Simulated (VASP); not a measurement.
The system is Co.

```
CELL_PARAMETERS angstrom
2.51902 0.00000 0.00000
-1.25951 2.18153 0.00000
0.00000 0.00000 8.24687
ATOMIC_POSITIONS crystal
Co 0.66667 0.33333 0.75000
Co 0.00000 0.00000 0.50000
Co 0.33333 0.66667 0.25000
Co 0.00000 0.00000 0.00000
```

Base run:

```yaml
Program: VASP 6.6.1
Functional: PBE
Potentials_or_basis: VASP PAW PBE potentials, release 64 (Co)
Cutoff: 520 eV
k_mesh: 12 × 12 × 4
Occupations: fermi-dirac, width 0.05 eV
Spin: collinear spin, ferromagnetic start
Starting_moments: "[2.0, 2.0, 2.0, 2.0] μB"
```

Its results: pressure -7.7 GPa; net moment 6.76 μB per cell; site moments Co +1.72, +1.71 μB.

Q: The run is repeated on the same cell with these changes: functional from PBE to SVWN5; further incar settings from ALGO = Fast; EDIFF = 1e-07; NBANDS = 30 to ALGO = Normal; EDIFF = 1e-07; NBANDS = 30. What comes out?

A: Pressure -26.6 GPa; net moment 6.11 μB per cell; site moments Co +1.54, +1.52 μB.

Caveats: the PAW data sets were made with another functional, which shifts forces and pressure a little (some runs).
